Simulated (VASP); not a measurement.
A run of VASP 6.6.1 is set up as follows.

Contents of INCAR:

```
SYSTEM = Sc
ALGO = Fast ; EDIFF = 1E-7
ENCUT = 520 ; GGA = PE
ISIF = 2 ; ISMEAR = 0
LASPH = .True. ; LCHARG = .True.
LELF = .True. ; LREAL = .False.
LVHAR = .True. ; LWAVE = .False.
NBANDS = 12 ; NELM = 60
PREC = Accurate ; SIGMA = 0.15
```

Contents of KPOINTS:

```
k-points
0
Gamma
  20 20 20
  0 0 0
```

File POSCAR:

```
Sc
1.0
    0.0000000000      2.3968923594      2.0373585055
    2.3968923594      0.0000000000      2.0373585055
    2.3968923594      2.3968923594      0.0000000000
Sc
1
Direct
    0.0000000000      0.0000000000      0.0000000000
```

Potentials or basis: VASP PAW PBE potentials, release 64 (Sc_sv).

Run with:

```sh
$ cat potpaw_PBE.64/Sc_sv/POTCAR > POTCAR
$ mpirun -np 1 vasp_std > vasp.out
```

(1) What does it give for the band gap on the k mesh?

(2) What does it give for the pressure?

Answers

(1) zero (an odd number of electrons rules out a gap without spin polarisation).

(2) 3.1 GPa.

Caveat: the cell stands under pressure.
